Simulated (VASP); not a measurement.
# TaN (l.f) (Fm-3m) in VASP: notebook

The runs below take TaN (l.f) through single point, relaxation of cell and atoms, with LDA.

Everything below comes from runs of VASP 6.6.1. Logs are shortened: lines on timing, memory, paths and dates and some standing lists are left out, and cuts for length are marked.

**1. The cell of the first run**

Symmetry: Fm-3m, No. 225, cubic system. The conventional cell has a = 4.350 Å, b = 4.350 Å, c = 4.350 Å, α = 90.00°, β = 90.00°, γ = 90.00°. Within 2.9 Å of Ta (site symmetry m-3m) lie 6 N at 2.17 Å. Within 2.9 Å of N (site symmetry m-3m) lie 6 Ta at 2.17 Å.

**2. Single point, LDA**

INCAR reads:

```
SYSTEM = TaN
  ALGO = Normal
  EDIFF = 1E-6
  ENCUT = 600
  GGA = CA
  GGA_COMPAT = .FALSE.
  ISIF = 2
  ISMEAR = 0
  LASPH = .TRUE.
  LCHARG = .TRUE.
  LELF = .TRUE.
  LREAL = .FALSE.
  LVHAR = .TRUE.
  LWAVE = .FALSE.
  NBANDS = 15
  NELM = 120
  PREC = Accurate
  SIGMA = 0.1
```

KPOINTS reads:

```
k-points
0
G
  8 8 8
  0 0 0
```

POSCAR reads:

```
TaN
1.0
    0.0000000000      2.1747615137      2.1747615137
    2.1747615137      0.0000000000      2.1747615137
    2.1747615137      2.1747615137      0.0000000000
Ta N
1 1
Direct
    0.0000000000      0.0000000000      0.0000000000
    0.5000000000      0.5000000000      0.5000000000
```

Potentials or basis: VASP PAW LDA potentials, release 64 (Ta_pv, N).

Launch:

```sh
$ cat potpaw_LDA.64/Ta_pv/POTCAR potpaw_LDA.64/N/POTCAR > POTCAR
$ mpirun -np 1 vasp_std > vasp.out
```

OUTCAR:

```text
SYSTEM = TaN
   EDIFF = 1E-6
   ENCUT = 600
   GGA = CA
   ISIF = 2
   ISMEAR = 0
   LASPH = .TRUE.
   LREAL = .FALSE.
   NELM = 120
   PREC = Accurate

 ion  position               nearest neighbor table
   1  0.000  0.000  0.000-   2 2.17   2 2.17   2 2.17   2 2.17   2 2.17   2 2.17
   2  0.500  0.500  0.500-   1 2.17   1 2.17   1 2.17   1 2.17   1 2.17   1 2.17

  LATTYP: Found a face centered cubic cell.
 ALAT       =     4.3495230274

  Lattice vectors:

 A1 = (   0.0000000000,   2.1747615137,   2.1747615137)
 A2 = (   2.1747615137,   0.0000000000,   2.1747615137)
 A3 = (   2.1747615137,   2.1747615137,   0.0000000000)

Analysis of symmetry for initial positions (statically):
=====================================================================
 Subroutine PRICEL returns:
 Original cell was already a primitive cell.

 Routine SETGRP: Setting up the symmetry group for a
 face centered cubic supercell.

 Subroutine GETGRP returns: Found 48 space group operations
 (whereof 48 operations were pure point group operations)
 out of a pool of 48 trial point group operations.

The static configuration has the point symmetry O_h .

Analysis of symmetry for dynamics (positions and initial velocities):
=====================================================================
 Subroutine PRICEL returns:
 Original cell was already a primitive cell.

 Routine SETGRP: Setting up the symmetry group for a
 face centered cubic supercell.

 Subroutine GETGRP returns: Found 48 space group operations
 (whereof 48 operations were pure point group operations)
 out of a pool of 48 trial point group operations.

The dynamic configuration has the point symmetry O_h .

 Subroutine INISYM returns: Found 48 space group operations
 (whereof 48 operations are pure point group operations),
 and found     1 'primitive' translations

----------------------------------------------------------------------------------------

                                     Primitive cell

  volume of cell :      20.5715

  direct lattice vectors                    reciprocal lattice vectors
     0.000000000  2.174761514  2.174761514    -0.229910267  0.229910267  0.229910267
     2.174761514  0.000000000  2.174761514     0.229910267 -0.229910267  0.229910267
     2.174761514  2.174761514  0.000000000     0.229910267  0.229910267 -0.229910267

  length of vectors
     3.075577228  3.075577228  3.075577228     0.398216263  0.398216263  0.398216263

  position of ions in fractional coordinates (direct lattice)
     0.000000000  0.000000000  0.000000000
     0.500000000  0.500000000  0.500000000

  ion indices of the primitive-cell ions
   primitive index   ion index
                 1           1
                 2           2

----------------------------------------------------------------------------------------

 KPOINTS: k-points

Automatic generation of k-mesh.
 Grid dimensions read from file:
 generate k-points for:    8    8    8

 Generating k-lattice:

  Cartesian coordinates                     Fractional coordinates (reciprocal lattice)
    -0.028738783  0.028738783  0.028738783     0.125000000  0.000000000  0.000000000
     0.028738783 -0.028738783  0.028738783     0.000000000  0.125000000  0.000000000
     0.028738783  0.028738783 -0.028738783     0.000000000  0.000000000  0.125000000

  Length of vectors
     0.049777033  0.049777033  0.049777033

  Shift w.r.t. Gamma in fractional coordinates (k-lattice)
     0.000000000  0.000000000  0.000000000

 Subroutine IBZKPT returns following result:
 ===========================================

 Found     29 irreducible k-points:

 Following reciprocal coordinates:
            Coordinates               Weight
  0.000000  0.000000  0.000000      1.000000
  0.125000  0.000000  0.000000      8.000000
  0.250000  0.000000  0.000000      8.000000
  0.375000  0.000000  0.000000      8.000000
  0.500000  0.000000  0.000000      4.000000
  0.125000  0.125000  0.000000      6.000000
[... 16 lines left out ...]
  0.500000  0.250000  0.125000     48.000000
 -0.375000  0.250000  0.125000     24.000000
 [... further k-points ...]
   k-points           NKPTS =     29   k-points in BZ     NKDIM =     29   number of bands    NBANDS=     15
   number of dos      NEDOS =    301   number of ions     NIONS =      2
   total plane-waves  NPLWV =  21952
   dimension x,y,z NGX =    28 NGY =   28 NGZ =   28
   dimension x,y,z NGXF=    56 NGYF=   56 NGZF=   56
   ions per type =               1   1
   NGX,Y,Z   is equivalent  to a cutoff of  15.14, 15.14, 15.14 a.u.
   NGXF,Y,Z  is equivalent  to a cutoff of  30.27, 30.27, 30.27 a.u.
 SYSTEM =  TaN
   PREC   = accura    normal or accurate (medium, high low for compatibility)
   ISTART =      0    job   : 0-new  1-cont  2-samecut
   ICHARG =      2    charge: 1-file 2-atom 10-const
   ISPIN  =      1    spin polarized calculation?
   LNONCOLLINEAR =      F non collinear calculations
   LSORBIT =      F    spin-orbit coupling
   LASPH  =      T    aspherical Exc in radial PAW
   ENCUT  =  600.0 eV  44.10 Ry    6.64 a.u.   6.14  6.14  6.14*2*pi/ulx,y,z
   NELM   =    120;   NELMIN=  2; NELMDL= -5     # of ELM steps
   EDIFF  = 0.1E-05   stopping-criterion for ELM
   LREAL  =      F    real-space projection
   EDIFFG = 0.1E-04   stopping-criterion for IOM
   NSW    =      0    number of steps for IOM
   IBRION =     -1    ionic relax: 0-MD 1-quasi-New 2-CG
   NFREE  =      0    steps in history (QN), initial steepest desc. (CG)
   ISIF   =      2    stress and relaxation
   ISYM   =      2    0-nonsym 1-usesym 2-fastsym
   POTIM  = 0.5000    time-step for ionic-motion
   TEBEG  =    0.0;   TEEND  =   0.0 temperature during run
   PSTRESS=    0.0 pullay stress
   NELECT =      16.0000    total number of electrons
   NUPDOWN=      -1.0000    fix difference up-down
   EMIN   =  10.00;   EMAX   =-10.00  energy-range for DOS
   EFERMI =   0.00;   METHOD = LEGACY
   ISMEAR =     0;   SIGMA  =   0.10  broadening in eV -4-tet -1-fermi 0-gaus
   EFERMI_NEDOS =   21; number of points for ismear=-14 and -15
   IALGO  =     38    algorithm
   IMIX   =      4    mixing-type and parameters
     AMIX     =   0.40;   BMIX     =  1.00
     AMIX_MAG =   1.60;   BMIX_MAG =  1.00
  volume/ion in A,a.u.               =      10.29        69.41
  Fermi-wavevector in a.u.,A,eV,Ry     =   1.505543  2.845064 30.839781  2.266660
  Thomas-Fermi vector in A             =   2.616378
   LORBIT       =      0    0 simple, 1 ext, 2 COOP (PROOUT), +10 PAW based schemes
   GGA     = CA    functional components
   LHFCALC =     F    Hartree Fock is set to
   AEXX    =    0.0000 exact exchange contribution
   IVDW    =     0    specifies the selected vdW correction
   LEPSILON=     F    determine dielectric tensor
   LRPA    =     F    only Hartree local field effects (RPA)
 non-spin polarized calculation
 Gauss-broadening in eV      SIGMA  =   0.10
  energy-cutoff  :      600.00
  volume of cell :       20.57
 maximum number of plane-waves:       701
 NGX is ok and might be reduce to    28
   NGX = 13   NGY = 13   NGZ = 13

 number of electron      16.0000001 magnetization

 Free energy of the ion-electron system (eV)
  ---------------------------------------------------
  ext. energy  EPLUGINS =         0.00000000
  ---------------------------------------------------
  free energy    TOTEN  =       -24.12565097 eV

  energy without entropy =      -24.12256951  energy(sigma->0) =      -24.12411024

 E-fermi :   9.8324     XC(G=0): -13.8406

 val. band max:        9.7918591428   @ k =   0.0000   0.0000   0.0000
 cond. band min:      10.0082071957   @ k =  -0.3750   0.2500   0.1250
 fundamental gap:      0.2163480529
 Fermi energy:         9.8324148029

 k-point     1 :       0.0000    0.0000    0.0000
  band No.  band energies     occupation
      1     -25.7066      2.00000
      2     -25.7066      2.00000
      3     -25.7066      2.00000
      4      -9.0939      2.00000
      5       5.9252      2.00000
      6       5.9252      2.00000
      7       5.9252      2.00000
      8       7.5587      2.00000
      9       7.5587      2.00000
     10       7.5587      2.00000
     11       9.7919      1.43373
     12       9.7919      1.43372
     13      11.8074      0.00000
     14      19.2779      0.00000
     15      21.2706      0.00000

 k-point     2 :       0.1250    0.0000    0.0000
  band No.  band energies     occupation
      1     -25.8628      2.00000
      2     -25.7205      2.00000
      3     -25.7205      2.00000
      4      -8.6903      2.00000
      5       4.3455      2.00000
      6       4.8083      2.00000
      7       4.8083      2.00000
      8       8.1088      2.00000
      9       8.1088      2.00000
     10       8.1836      2.00000
     11      11.2224      0.00000
     12      11.2224      0.00000
     13      12.7994      0.00000
     14      20.4402      0.00000
     15      21.2704      0.00000

 k-point     3 :       0.2500    0.0000    0.0000
  band No.  band energies     occupation
      1     -26.2217      2.00000
      2     -25.7538      2.00000
      3     -25.7538      2.00000
      4      -7.6512      2.00000
      5       2.0091      2.00000
      6       3.3155      2.00000
      7       3.3155      2.00000
      8       9.0162      2.00000
      9       9.3518      2.00000
     10       9.3518      2.00000
     11      13.8520      0.00000
     12      13.8520      0.00000
     13      14.5638      0.00000
     14      21.2668      0.00000
     15      22.5115      0.00000
[... 343 lines left out ...]
 k-point    23 :       0.5000    0.2500    0.1250
  band No.  band energies     occupation
      1     -26.4642      2.00000
      2     -26.0275      2.00000
      3     -25.8559      2.00000
      4      -6.7068      2.00000
      5       0.6710      2.00000
      6       2.5598      2.00000
      7       3.0467      2.00000
      8       8.5911      2.00000
      9      11.8022      0.00000
     10      12.0238      0.00000
     11      13.6567      0.00000
     12      16.2116      0.00000
     13      18.2980      0.00000
     14      20.8453      0.00000
     15      21.3246      0.00000

 k-point    24 :      -0.3750    0.2500    0.1250
  band No.  band energies     occupation
      1     -26.5396      2.00000
      2     -26.0520      2.00000
      3     -25.8855      2.00000
      4      -6.4662      2.00000
      5       0.4477      2.00000
      6       2.5706      2.00000
      7       2.5861      2.00000
      8      10.0082      0.01292
      9      10.4746      0.00000
     10      12.5230      0.00000
     11      15.2710      0.00000
     12      16.4107      0.00000
     13      18.5182      0.00000
     14      20.4199      0.00000
     15      21.2995      0.00000

 [... further k-points ...]
[... 5 lines left out ...]
  --------------------------------------------------------------------------------------
  -------------------------------------------------------------------------------------
  Total        0.2427826      0.2427826      0.2427826      0.0000000      0.0000000      0.0000000
  in kB       18.9087658     18.9087658     18.9087658      0.0000000      0.0000000      0.0000000
  external PRESSURE =      18.9087658 kB  Pullay stress =       0.0000000 kB

 VOLUME and BASIS-vectors are now :
 -----------------------------------------------------------------------------
  energy-cutoff  :      600.00
  volume of cell :       20.57
      direct lattice vectors                 reciprocal lattice vectors
     0.000000000  2.174761514  2.174761514    -0.229910267  0.229910267  0.229910267
     2.174761514  0.000000000  2.174761514     0.229910267 -0.229910267  0.229910267
     2.174761514  2.174761514  0.000000000     0.229910267  0.229910267 -0.229910267

 POSITION                                       TOTAL-FORCE (eV/Angst)
 -----------------------------------------------------------------------------------
      0.00000      0.00000      0.00000        -0.000000      0.000000     -0.000000
      2.17476      2.17476      2.17476         0.000000     -0.000000      0.000000
 -----------------------------------------------------------------------------------
    total drift:                                0.000000      0.000000      0.000000

  FREE ENERGIE OF THE ION-ELECTRON SYSTEM (eV)
  ---------------------------------------------------
  free  energy   TOTEN  =       -24.1256509719 eV

  energy  without entropy=      -24.1225695072  energy(sigma->0) =      -24.12411024
```

It took 6.5 s on 1 thread of Intel Xeon 6975P-C (Granite Rapids), shared host; peak memory 0.15 GiB.

What came out:

```yaml
Free_energy: -24.1257 eV
Pressure: 1.9 GPa
Band_gap_on_the_k_mesh: zero (band 8 reaches 11.77 eV, above the bottom of band 9 at 7.56 eV)
```

Levels at points of the mesh, in eV from the Fermi level:
```
           k point  band 6  band 7  band 8  band 9  band 10  band 11
(0.00, 0.00, 0.00)   -3.91   -3.91   -2.27   -2.27    -2.27    -0.04
(0.50, 0.00, 0.00)   -7.86   -7.86    1.94    1.94     2.06     4.01
(0.50, 0.50, 0.00)   -5.75   -4.69   -4.69    2.12     3.68     3.68
```

Caveat: spin-orbit coupling is left out, which moves the levels of the heavy elements.

[end of part 1 of 2]
